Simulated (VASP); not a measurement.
# Al (P6_3/mmc) in VASP: a series of runs, part 2 of 2

VASP 6.6.1. Earlier steps stand in the parts before.

## 4. Single point, PBEsol (strain +0.050 along x and y, +0.000 along z)

Input file INCAR:

```
SYSTEM = Al
  PREC = Accurate
  ENCUT = 520
  EDIFF = 1E-7
  ISMEAR = 0
  SIGMA = 0.15
  LREAL = .FALSE.
  LASPH = .TRUE.
  NELM = 80
  ALGO = Fast
  ISIF = 2
  LWAVE = .FALSE.
  LCHARG = .FALSE.
  GGA = PS
  NBANDS = 10
```

Input file KPOINTS:

```
Automatic mesh
0
G
  24 24 14
  0 0 0
```

Input file POSCAR:

```
Al
1.0
    2.9925736898      0.0000000000      0.0000000000
   -1.4962868449      2.5916448380      0.0000000000
    0.0000000000      0.0000000000      4.6373162797
Al
2
Direct
    0.6666666667      0.3333333333      0.7500000000
    0.3333333333      0.6666666667      0.2500000000
```

Potentials or basis: VASP PAW PBE potentials, release 64 (Al).

On the command line:

```console
$ cat potpaw_PBE.64/Al/POTCAR > POTCAR
$ mpirun -np 1 vasp_std > vasp.out
```

OUTCAR:

```text
SYSTEM = Al
   PREC = Accurate
   ENCUT = 520
   EDIFF = 1E-7
   ISMEAR = 0
   LREAL = .FALSE.
   LASPH = .TRUE.
   NELM = 80
   ISIF = 2
   GGA = PS

 ion  position               nearest neighbor table
   1  0.667  0.333  0.750-   2 2.89   2 2.89   2 2.89   2 2.89   2 2.89   2 2.89
   2  0.333  0.667  0.250-   1 2.89   1 2.89   1 2.89   1 2.89   1 2.89   1 2.89

  LATTYP: Found a hexagonal cell.
 ALAT       =     2.9925736898
 C/A-ratio  =     1.5496080499

  Lattice vectors:

 A1 = (   2.9925736898,   0.0000000000,   0.0000000000)
 A2 = (  -1.4962868449,   2.5916448380,   0.0000000000)
 A3 = (   0.0000000000,   0.0000000000,   4.6373162797)

Analysis of symmetry for initial positions (statically):
=====================================================================
 Subroutine PRICEL returns:
 Original cell was already a primitive cell.

 Routine SETGRP: Setting up the symmetry group for a
 hexagonal supercell.

 Subroutine GETGRP returns: Found 24 space group operations
 (whereof 12 operations were pure point group operations)
 out of a pool of 24 trial point group operations.

The static configuration has the point symmetry D_3d.
 The point group associated with its full space group is D_6h.

[... 167 lines left out ...]
 fundamental gap:      0.0009150460
 Fermi energy:         7.0594718540

 k-point     1 :       0.0000    0.0000    0.0000
  band No.  band energies     occupation
      1      -3.4712      2.00000
      2       3.1003      2.00000
      3       3.4432      2.00000
      4      16.1274      0.00000
      5      16.1274      0.00000
      6      16.9308      0.00000
      7      16.9308      0.00000
      8      19.0879      0.00000
      9      19.5060      0.00000
     10      21.5229      0.00000
[... 287 lines left out ...]
 k-point    24 :       0.4583    0.0417    0.0000
  band No.  band energies     occupation
      1       1.4932      2.00000
      2       2.4585      2.00000
      3       7.6149      0.00000
      4       8.3221      0.00000
      5       8.9562      0.00000
      6       9.2435      0.00000
      7      11.1090      0.00000
      8      14.0769      0.00000
      9      17.1830      0.00000
     10      17.2150      0.00000

 [... further k-points ...]
[... 5 lines left out ...]
  --------------------------------------------------------------------------------------
  -------------------------------------------------------------------------------------
  Total       -1.5396504     -1.5396504     -0.9005102      0.0000000      0.0000000      0.0000000
  in kB      -68.5876043    -68.5876043    -40.1154964      0.0000000      0.0000000      0.0000000
  external PRESSURE =     -59.0969017 kB  Pullay stress =       0.0000000 kB

 VOLUME and BASIS-vectors are now :
 -----------------------------------------------------------------------------
  energy-cutoff  :      520.00
  volume of cell :       35.97
      direct lattice vectors                 reciprocal lattice vectors
     2.992573690  0.000000000  0.000000000     0.334160527  0.192927670  0.000000000
    -1.496286845  2.591644838  0.000000000     0.000000000  0.385855340  0.000000000
     0.000000000  0.000000000  4.637316280     0.000000000  0.000000000  0.215641966

 POSITION                                       TOTAL-FORCE (eV/Angst)
 -----------------------------------------------------------------------------------
      1.49629      0.86388      3.47799         0.000000      0.000000      0.000000
     -0.00000      1.72776      1.15933        -0.000000     -0.000000      0.000000
 -----------------------------------------------------------------------------------
    total drift:                               -0.000000      0.000000     -0.000000

  FREE ENERGIE OF THE ION-ELECTRON SYSTEM (eV)
  ---------------------------------------------------
  free  energy   TOTEN  =        -8.0402786587 eV

  energy  without entropy=       -8.0299763865  energy(sigma->0) =       -8.03512752
```

OSZICAR:

```text
N       E                     dE             d eps       ncg     rms          rms(c)
DAV:   1    -0.986107757206E+00   -0.98611E+00   -0.22753E+03  9768   0.468E+02
DAV:   2    -0.794065690577E+01   -0.69545E+01   -0.66953E+01 12694   0.525E+01
DAV:   3    -0.809703356049E+01   -0.15638E+00   -0.15504E+00 12830   0.647E+00
DAV:   4    -0.809769639525E+01   -0.66283E-03   -0.66261E-03 11828   0.470E-01
DAV:   5    -0.809770198031E+01   -0.55851E-05   -0.55853E-05 11792   0.436E-02    0.175E+00
RMM:   6    -0.806311146776E+01    0.34591E-01   -0.43342E-03  9876   0.342E-01    0.101E+00
RMM:   7    -0.804033221657E+01    0.22779E-01   -0.11550E-02 10195   0.549E-01    0.152E-01
RMM:   8    -0.804027523519E+01    0.56981E-04   -0.37363E-04 10765   0.125E-01    0.235E-02
RMM:   9    -0.804028165329E+01   -0.64181E-05   -0.63126E-05 11285   0.548E-02    0.234E-02
RMM:  10    -0.804028280086E+01   -0.11476E-05   -0.80111E-06 11386   0.197E-02    0.854E-02
RMM:  11    -0.804027961263E+01    0.31882E-05   -0.19583E-06 11447   0.795E-03    0.279E-02
RMM:  12    -0.804027875383E+01    0.85879E-06   -0.51758E-07 10982   0.455E-03    0.434E-03
RMM:  13    -0.804027863381E+01    0.12002E-06   -0.10657E-07  9101   0.192E-03    0.128E-03
RMM:  14    -0.804027865868E+01   -0.24866E-07   -0.33444E-08  6805   0.133E-03
   1 F= -.80402787E+01 E0= -.80351275E+01  d E =-.103023E-01
```

It took 4.1 min on 1 thread of AMD EPYC 7R43 (Zen 3), shared host; peak memory 0.22 GiB.

Results:

```yaml
Free_energy: -8.0403 eV
Pressure: -5.9 GPa
Band_gap_on_the_k_mesh: zero (bands 3 and 4 overlap by 7.86 eV)
```

Caveat: the cell differs from its parent crystal (strain +0.050 along x and y, +0.000 along z); the cell stands under tension; the PAW data sets were made with another functional, which shifts forces and pressure a little.

## 5. Single point, PBEsol (strain +0.025 along x and y, +0.050 along z)

Input file INCAR:

```
PREC = Accurate
ENCUT = 520
EDIFF = 1E-6
ISMEAR = 0
SIGMA = 0.15
LREAL = F
LASPH = T
NELM = 60
ALGO = Fast
ISIF = 2
LWAVE = F
LCHARG = F
GGA = PS
NBANDS = 10
```

Input file KPOINTS:

```
Automatic mesh
0
Gamma
  24 24 14
```

Input file POSCAR:

```
Al
1.0
    2.9213219352      0.0000000000      0.0000000000
   -1.4606609676      2.5299390086      0.0000000000
    0.0000000000      0.0000000000      4.8691820937
Al
2
Direct
    0.6666666667      0.3333333333      0.7500000000
    0.3333333333      0.6666666667      0.2500000000
```

Potentials or basis: VASP PAW PBE potentials, release 64 (Al).

On the command line:

```console
$ cat potpaw_PBE.64/Al/POTCAR > POTCAR
$ mpirun -np 1 vasp_std > vasp.out
```

OUTCAR:

```text
PREC = Accurate
   ENCUT = 520
   EDIFF = 1E-6
   ISMEAR = 0
   LREAL = F
   LASPH = T
   NELM = 60
   ISIF = 2
   GGA = PS

 ion  position               nearest neighbor table
   1  0.667  0.333  0.750-   2 2.96   2 2.96   2 2.96   2 2.96   2 2.96   2 2.96
   2  0.333  0.667  0.250-   1 2.96   1 2.96   1 2.96   1 2.96   1 2.96   1 2.96

  LATTYP: Found a hexagonal cell.
 ALAT       =     2.9213219352
 C/A-ratio  =     1.6667735367

  Lattice vectors:

 A1 = (   2.9213219352,   0.0000000000,   0.0000000000)
 A2 = (  -1.4606609676,   2.5299390086,   0.0000000000)
 A3 = (   0.0000000000,   0.0000000000,   4.8691820937)

Analysis of symmetry for initial positions (statically):
=====================================================================
 Subroutine PRICEL returns:
 Original cell was already a primitive cell.

 Routine SETGRP: Setting up the symmetry group for a
 hexagonal supercell.

 Subroutine GETGRP returns: Found 24 space group operations
 (whereof 12 operations were pure point group operations)
 out of a pool of 24 trial point group operations.

The static configuration has the point symmetry D_3d.
 The point group associated with its full space group is D_6h.

Analysis of symmetry for dynamics (positions and initial velocities):
=====================================================================
 Subroutine PRICEL returns:
 Original cell was already a primitive cell.

 Routine SETGRP: Setting up the symmetry group for a
 hexagonal supercell.

 Subroutine GETGRP returns: Found 24 space group operations
 (whereof 12 operations were pure point group operations)
 out of a pool of 24 trial point group operations.

The dynamic configuration has the point symmetry D_3d.
 The point group associated with its full space group is D_6h.

 Subroutine INISYM returns: Found 24 space group operations
 (whereof 12 operations are pure point group operations),
 and found     1 'primitive' translations
[... 114 lines left out ...]
     AMIX     =   0.40;   BMIX     =  1.00
     AMIX_MAG =   1.60;   BMIX_MAG =  1.00
  volume/ion in A,a.u.               =      17.99       121.43
  Fermi-wavevector in a.u.,A,eV,Ry     =   0.901039  1.702716 11.046171  0.811871
  Thomas-Fermi vector in A             =   2.024070
   LORBIT       =      0    0 simple, 1 ext, 2 COOP (PROOUT), +10 PAW based schemes
   GGA     = PS    functional components
   LHFCALC =     F    Hartree Fock is set to
   AEXX    =    0.0000 exact exchange contribution
   IVDW    =     0    specifies the selected vdW correction
   LEPSILON=     F    determine dielectric tensor
   LRPA    =     F    only Hartree local field effects (RPA)
 non-spin polarized calculation
 RMM-DIIS sequential band-by-band and
 Gauss-broadening in eV      SIGMA  =   0.15
  energy-cutoff  :      520.00
  volume of cell :       35.99
 maximum number of plane-waves:       996
 NGX is ok and might be reduce to    24
   NGX = 11   NGY = 11   NGZ = 19

 number of electron       6.0000000 magnetization

 Free energy of the ion-electron system (eV)
  ---------------------------------------------------
  ext. energy  EPLUGINS =         0.00000000
  ---------------------------------------------------
  free energy    TOTEN  =        -8.05386746 eV

  energy without entropy =       -8.04463621  energy(sigma->0) =       -8.04925184

 E-fermi :   7.0575     XC(G=0):  -9.9462

 val. band max:        7.0569674985   @ k =   0.3333   0.2500   0.3571
 cond. band min:       7.0621651970   @ k =   0.4583   0.0417   0.1429
 fundamental gap:      0.0051976985
 Fermi energy:         7.0574837955

 k-point     1 :       0.0000    0.0000    0.0000
  band No.  band energies     occupation
      1      -3.4709      2.00000
      2       2.5715      2.00000
      3       2.7281      2.00000
      4      17.2372      0.00000
      5      17.2372      0.00000
      6      17.7991      0.00000
      7      17.7991      0.00000
      8      18.4730      0.00000
      9      19.6899      0.00000
     10      20.4994      0.00000
[... 287 lines left out ...]
 k-point    24 :       0.4583    0.0417    0.0000
  band No.  band energies     occupation
      1       1.7573      2.00000
      2       2.7160      2.00000
      3       7.5486      0.00000
      4       7.6798      0.00000
      5       8.7151      0.00000
      6       8.8596      0.00000
      7      11.8098      0.00000
      8      14.8210      0.00000
      9      17.0682      0.00000
     10      17.6213      0.00000

 [... further k-points ...]
[... 5 lines left out ...]
  --------------------------------------------------------------------------------------
  -------------------------------------------------------------------------------------
  Total       -1.3824426     -1.3824426     -1.3802466      0.0000000      0.0000000      0.0000000
  in kB      -61.5477520    -61.5477520    -61.4499865      0.0000000      0.0000000      0.0000000
  external PRESSURE =     -61.5151635 kB  Pullay stress =       0.0000000 kB

 VOLUME and BASIS-vectors are now :
 -----------------------------------------------------------------------------
  energy-cutoff  :      520.00
  volume of cell :       35.99
      direct lattice vectors                 reciprocal lattice vectors
     2.921321935  0.000000000  0.000000000     0.342310783  0.197633223  0.000000000
    -1.460660968  2.529939009  0.000000000     0.000000000  0.395266446  0.000000000
     0.000000000  0.000000000  4.869182094     0.000000000  0.000000000  0.205373301

 POSITION                                       TOTAL-FORCE (eV/Angst)
 -----------------------------------------------------------------------------------
      1.46066      0.84331      3.65189         0.000000     -0.000000      0.000000
     -0.00000      1.68663      1.21730        -0.000000      0.000000     -0.000000
 -----------------------------------------------------------------------------------
    total drift:                                0.000000     -0.000000      0.000000

  FREE ENERGIE OF THE ION-ELECTRON SYSTEM (eV)
  ---------------------------------------------------
  free  energy   TOTEN  =        -8.0538674643 eV

  energy  without entropy=       -8.0446362092  energy(sigma->0) =       -8.04925184
```

stdout:

```text
POSCAR found type information on POSCAR Al
 POSCAR found :  1 types and       2 ions
 scaLAPACK will be used
 -----------------------------------------------------------------------------
|                                                                             |
|                                                                             |
|     You enforced a specific xc type in the INCAR file but a different       |
|     I HOPE YOU KNOW WHAT YOU ARE DOING!                                     |
|                                                                             |
 -----------------------------------------------------------------------------

 LDA part: xc-table for (Slater+PW92), standard interpolation
 POSCAR, INCAR and KPOINTS ok, starting setup
 FFT: planning ... GRIDC
 FFT: planning ... GRID_SOFT
 FFT: planning ... GRID
 WAVECAR not read
 entering main loop
```

Run time: 3.1 min. Hardware: 1 thread of AMD EPYC 7R43 (Zen 3), shared host; peak memory 0.21 GiB.

What came out:

| Quantity | Value |
| --- | --- |
| Free energy | -8.0539 eV |
| Pressure | -6.2 GPa |
| Band gap on the k mesh | zero (bands 3 and 4 overlap by 6.90 eV) |

Levels at points of the mesh, in eV from the Fermi level:
| k point | band 1 | band 2 | band 3 | band 4 | band 5 | band 6 | band 7 | band 8 |
| --- | --- | --- | --- | --- | --- | --- | --- | --- |
| (0.00, 0.00, 0.00) | -10.53 | -4.49 | -4.33 | 10.18 | 10.18 | 10.74 | 10.74 | 11.42 |
| (0.50, 0.00, 0.00) | -4.99 | -4.73 | 0.63 | 0.83 | 1.39 | 1.59 | 5.45 | 6.99 |
| (0.00, 0.00, 0.50) | -8.98 | -8.98 | 2.92 | 2.92 | 11.44 | 11.44 | 11.44 | 11.44 |
| (0.50, 0.00, 0.50) | -3.62 | -3.62 | -3.06 | -3.06 | 6.79 | 6.79 | 7.37 | 7.37 |

Caveat: the cell differs from its parent crystal (strain +0.025 along x and y, +0.050 along z); the cell stands under tension; the PAW data sets were made with another functional, which shifts forces and pressure a little.

## 6. The runs side by side

```tsv
cell	further INCAR settings	gap on the mesh (eV)	pressure (GPa)
a = 2.993, b = 2.993, c = 4.521 Å, angles 90.0, 90.0, 120.0°, 2 atoms	ALGO = Fast; EDIFF = 1e-06; NBANDS = 10	none	-4.3
a = 2.921, b = 2.921, c = 4.753 Å, angles 90.0, 90.0, 120.0°, 2 atoms	ALGO = Fast; EDIFF = 1e-06; NBANDS = 10	none	-4.9
a = 2.993, b = 2.993, c = 4.637 Å, angles 90.0, 90.0, 120.0°, 2 atoms	ALGO = Fast; EDIFF = 1e-07; NBANDS = 10	none	-5.9
a = 2.921, b = 2.921, c = 4.869 Å, angles 90.0, 90.0, 120.0°, 2 atoms	ALGO = Fast; EDIFF = 1e-06; NBANDS = 10	none	-6.2
```

Alike in all rows: task single point; level PBEsol; potentials or basis VASP PAW PBE potentials, release 64 (Al); no spin polarisation; k mesh 24 × 24 × 14; cutoff (eV) 520; smearing gaussian 0.15 eV.

Caveats: the cell stands under tension; the PAW data sets were made with another functional, which shifts forces and pressure a little.

Total energies depend on the potentials used, so only differences within one code and one set of settings carry meaning.
